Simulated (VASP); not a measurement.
# KI (P2_13) in VASP: single point with PBE

Aim: the single point of KI with PBE.

All numbers are computed with VASP 6.6.1; they aren't measurements. Logs are shortened: lines on timing, memory, paths and dates and some standing lists are left out, and cuts for length are marked.

## Step 1: The cell of the first run

The structure is cubic, space group P2_13 (No. 198). Conventional cell: a = 6.993 Å, b = 6.993 Å, c = 6.993 Å, α = 90.00°, β = 90.00°, γ = 90.00°. K (site symmetry 3) has 7 I at 3.51 to 3.94 Å and 6 K at 4.29 Å within 4.6 Å. Within 4.6 Å of I (site symmetry 3) lie 7 K at 3.51 to 3.94 Å and 6 I at 4.32 Å.

## Step 2: Single point, PBE

INCAR reads:

```
ALGO = Normal ; EDIFF = 1E-6
ENCUT = 520 ; GGA = PE
ISIF = 2 ; ISMEAR = 0
LASPH = T ; LCHARG = T
LELF = T ; LREAL = F
LVHAR = T ; LWAVE = F
NBANDS = 42 ; NELM = 100
PREC = Accurate ; SIGMA = 0.1
```

KPOINTS reads:

```
k-points
0
Gamma
  4 4 4
```

POSCAR reads:

```
KI
1.0
    6.9926455064      0.0000000000      0.0000000000
    0.0000000000      6.9926455064      0.0000000000
    0.0000000000      0.0000000000      6.9926455064
K I
4 4
Direct
    0.1340000000      0.1340000000      0.1340000000
    0.3660000000      0.8660000000      0.6340000000
    0.6340000000      0.3660000000      0.8660000000
    0.8660000000      0.6340000000      0.3660000000
    0.8445000000      0.8445000000      0.8445000000
    0.6555000000      0.1555000000      0.3445000000
    0.3445000000      0.6555000000      0.1555000000
    0.1555000000      0.3445000000      0.6555000000
```

Potentials or basis: VASP PAW PBE potentials, release 64 (K_sv, I).

Command:

```bash
> cat potpaw_PBE.64/K_sv/POTCAR potpaw_PBE.64/I/POTCAR > POTCAR
> mpirun -np 1 vasp_std > vasp.out
```

OUTCAR:

```text
EDIFF = 1E-6
   ENCUT = 520
   GGA = PE
   ISIF = 2
   ISMEAR = 0
   LASPH = T
   LREAL = F
   NELM = 100
   PREC = Accurate

 ion  position               nearest neighbor table
   1  0.134  0.134  0.134-   5 3.51   6 3.66   7 3.66   8 3.66
   2  0.366  0.866  0.634-   6 3.51   5 3.66   7 3.66   8 3.66
   3  0.634  0.366  0.866-   7 3.51   6 3.66   5 3.66   8 3.66
   4  0.866  0.634  0.366-   8 3.51   6 3.66   7 3.66   5 3.66
   5  0.844  0.844  0.844-   1 3.51   2 3.66   3 3.66   4 3.66
   6  0.656  0.156  0.344-   2 3.51   1 3.66   3 3.66   4 3.66
   7  0.344  0.656  0.156-   3 3.51   2 3.66   1 3.66   4 3.66
   8  0.156  0.344  0.656-   4 3.51   2 3.66   3 3.66   1 3.66

  LATTYP: Found a simple cubic cell.
 ALAT       =     6.9926455064

  Lattice vectors:

 A1 = (   6.9926455064,   0.0000000000,   0.0000000000)
 A2 = (   0.0000000000,   6.9926455064,   0.0000000000)
 A3 = (   0.0000000000,   0.0000000000,   6.9926455064)

Analysis of symmetry for initial positions (statically):
=====================================================================
 Subroutine PRICEL returns:
 Original cell was already a primitive cell.

 Routine SETGRP: Setting up the symmetry group for a
 simple cubic supercell.

 Subroutine GETGRP returns: Found 12 space group operations
 (whereof  3 operations were pure point group operations)
 out of a pool of 48 trial point group operations.

The static configuration has the point symmetry C_3 .
 The point group associated with its full space group is T   .

Analysis of symmetry for dynamics (positions and initial velocities):
=====================================================================
 Subroutine PRICEL returns:
 Original cell was already a primitive cell.

 Routine SETGRP: Setting up the symmetry group for a
 simple cubic supercell.

 Subroutine GETGRP returns: Found 12 space group operations
 (whereof  3 operations were pure point group operations)
 out of a pool of 48 trial point group operations.

The dynamic configuration has the point symmetry C_3 .
 The point group associated with its full space group is T   .

 Subroutine INISYM returns: Found 12 space group operations
 (whereof  3 operations are pure point group operations),
 and found     1 'primitive' translations

----------------------------------------------------------------------------------------

                                     Primitive cell
[... 94 lines left out ...]
   NFREE  =      0    steps in history (QN), initial steepest desc. (CG)
   ISIF   =      2    stress and relaxation
   ISYM   =      2    0-nonsym 1-usesym 2-fastsym
   POTIM  = 0.5000    time-step for ionic-motion
   TEBEG  =    0.0;   TEEND  =   0.0 temperature during run
   PSTRESS=    0.0 pullay stress
   NELECT =      64.0000    total number of electrons
   NUPDOWN=      -1.0000    fix difference up-down
   EMIN   =  10.00;   EMAX   =-10.00  energy-range for DOS
   EFERMI =   0.00;   METHOD = LEGACY
   ISMEAR =     0;   SIGMA  =   0.10  broadening in eV -4-tet -1-fermi 0-gaus
   EFERMI_NEDOS =   21; number of points for ismear=-14 and -15
   IALGO  =     38    algorithm
   IMIX   =      4    mixing-type and parameters
     AMIX     =   0.40;   BMIX     =  1.00
     AMIX_MAG =   1.60;   BMIX_MAG =  1.00
  volume/ion in A,a.u.               =      42.74       288.42
  Fermi-wavevector in a.u.,A,eV,Ry     =   0.936469  1.769669 11.931953  0.876974
  Thomas-Fermi vector in A             =   2.063481
   LORBIT       =      0    0 simple, 1 ext, 2 COOP (PROOUT), +10 PAW based schemes
   GGA     = PE    functional components
   LHFCALC =     F    Hartree Fock is set to
   AEXX    =    0.0000 exact exchange contribution
   IVDW    =     0    specifies the selected vdW correction
   LEPSILON=     F    determine dielectric tensor
   LRPA    =     F    only Hartree local field effects (RPA)
 non-spin polarized calculation
 Gauss-broadening in eV      SIGMA  =   0.10
  energy-cutoff  :      520.00
  volume of cell :      341.92
 maximum number of plane-waves:      9328
 NGX is ok and might be reduce to    54
   NGX = 27   NGY = 27   NGZ = 27

 number of electron      63.9999996 magnetization

 Free energy of the ion-electron system (eV)
  ---------------------------------------------------
  ext. energy  EPLUGINS =         0.00000000
  ---------------------------------------------------
  free energy    TOTEN  =       -21.01757578 eV

  energy without entropy =      -21.01757578  energy(sigma->0) =      -21.01757578

 E-fermi :   0.8397     XC(G=0):  -7.3623

 val. band max:        0.3247135107   @ k =   0.5000   0.5000   0.0000
 cond. band min:       3.3831734976   @ k =   0.0000   0.0000   0.0000
 fundamental gap:      3.0584599868
 Fermi energy:         0.8397495432

 k-point     1 :       0.0000    0.0000    0.0000
  band No.  band energies     occupation
      1     -29.1295      2.00000
      2     -29.1205      2.00000
      3     -29.1205      2.00000
      4     -29.1205      2.00000
      5     -12.6687      2.00000
      6     -12.6687      2.00000
[... 484 lines left out ...]
     41       6.7623      0.00000
     42       6.7623      0.00000

------------------------ aborting loop because EDIFF is reached ----------------------------------------

  FORCE on cell =-STRESS in cart. coord.  units (eV):
  Direction    XX          YY          ZZ          XY          YZ          ZX
  --------------------------------------------------------------------------------------
  -------------------------------------------------------------------------------------
  Total        0.0033291      0.0033291      0.0033291     -0.0000000     -0.0000000     -0.0000000
  in kB        0.0155997      0.0155997      0.0155997     -0.0000000     -0.0000000     -0.0000000
  external PRESSURE =       0.0155997 kB  Pullay stress =       0.0000000 kB

 VOLUME and BASIS-vectors are now :
 -----------------------------------------------------------------------------
  energy-cutoff  :      520.00
  volume of cell :      341.92
      direct lattice vectors                 reciprocal lattice vectors
     6.992645506  0.000000000  0.000000000     0.143007392  0.000000000  0.000000000
     0.000000000  6.992645506  0.000000000     0.000000000  0.143007392  0.000000000
     0.000000000  0.000000000  6.992645506     0.000000000  0.000000000  0.143007392

 POSITION                                       TOTAL-FORCE (eV/Angst)
 -----------------------------------------------------------------------------------
      0.93701      0.93701      0.93701         0.113220      0.113220      0.113220
      2.55931      6.05563      4.43334        -0.113220     -0.113220      0.113220
      4.43334      2.55931      6.05563         0.113220     -0.113220     -0.113220
      6.05563      4.43334      2.55931        -0.113220      0.113220     -0.113220
      5.90529      5.90529      5.90529        -0.151767     -0.151767     -0.151767
      4.58368      1.08736      2.40897         0.151767      0.151767     -0.151767
      2.40897      4.58368      1.08736        -0.151767      0.151767      0.151767
      1.08736      2.40897      4.58368         0.151767     -0.151767      0.151767
 -----------------------------------------------------------------------------------
    total drift:                               -0.000000     -0.000000     -0.000000

  FREE ENERGIE OF THE ION-ELECTRON SYSTEM (eV)
  ---------------------------------------------------
  free  energy   TOTEN  =       -21.0175757845 eV

  energy  without entropy=      -21.0175757845  energy(sigma->0) =      -21.01757578
```

OSZICAR:

```text
N       E                     dE             d eps       ncg     rms          rms(c)
DAV:   1     0.457551721428E+03    0.45755E+03   -0.26698E+04   924   0.128E+03
DAV:   2     0.187982164479E+02   -0.43875E+03   -0.42297E+03  1178   0.322E+02
DAV:   3    -0.201700118978E+02   -0.38968E+02   -0.38858E+02  1320   0.796E+01
DAV:   4    -0.215598267029E+02   -0.13898E+01   -0.13856E+01  1344   0.167E+01
DAV:   5    -0.216384843951E+02   -0.78658E-01   -0.78649E-01  1472   0.300E+00    0.519E+00
DAV:   6    -0.211198986888E+02    0.51859E+00   -0.62055E-01  1120   0.279E+00    0.385E+00
DAV:   7    -0.209951132562E+02    0.12479E+00   -0.85276E-01  1062   0.282E+00    0.168E+00
DAV:   8    -0.210157517516E+02   -0.20638E-01   -0.16082E-01  1224   0.141E+00    0.459E-01
DAV:   9    -0.210147273638E+02    0.10244E-02   -0.95778E-03  1240   0.292E-01    0.186E-01
DAV:  10    -0.210175002428E+02   -0.27729E-02   -0.42594E-03   976   0.267E-01    0.478E-02
DAV:  11    -0.210175246349E+02   -0.24392E-04   -0.32254E-04  1360   0.604E-02    0.231E-02
DAV:  12    -0.210175612059E+02   -0.36571E-04   -0.54820E-05  1032   0.310E-02    0.111E-02
DAV:  13    -0.210175725664E+02   -0.11360E-04   -0.12163E-05   984   0.117E-02    0.485E-03
DAV:  14    -0.210175754648E+02   -0.28984E-05   -0.45634E-06   800   0.846E-03    0.170E-03
DAV:  15    -0.210175757845E+02   -0.31975E-06   -0.45463E-07   736   0.321E-03
   1 F= -.21017576E+02 E0= -.21017576E+02  d E =-.409791E-13
```

stdout:

```text
POSCAR found type information on POSCAR K I
 POSCAR found :  2 types and       8 ions
 scaLAPACK will be used
 LDA part: xc-table for (Slater+PW92), standard interpolation
 POSCAR, INCAR and KPOINTS ok, starting setup
 FFT: planning ... GRIDC
 FFT: planning ... GRID_SOFT
 FFT: planning ... GRID
 WAVECAR not read
 entering main loop
```

Run time: 3.1 min. Hardware: 1 thread of Intel Xeon Platinum 8259CL at 2.50GHz (Skylake/Cascade Lake), shared host; peak memory 0.48 GiB.

Results:

* Free energy: -21.0176 eV
* Pressure: 0.0 GPa
* Largest force: 0.263 eV/Å
* Band gap on the k mesh: 3.06 eV (least direct gap 3.23 eV)

Forces on the atoms (eV/Å):
```
K    0.113  0.113  0.113
K   -0.113 -0.113  0.113
K    0.113 -0.113 -0.113
K   -0.113  0.113 -0.113
I   -0.152 -0.152 -0.152
I    0.152  0.152 -0.152
I   -0.152  0.152  0.152
I    0.152 -0.152  0.152
```

Caveat: spin-orbit coupling is left out, which moves the levels of the heavy elements. A k mesh can miss the band edges.
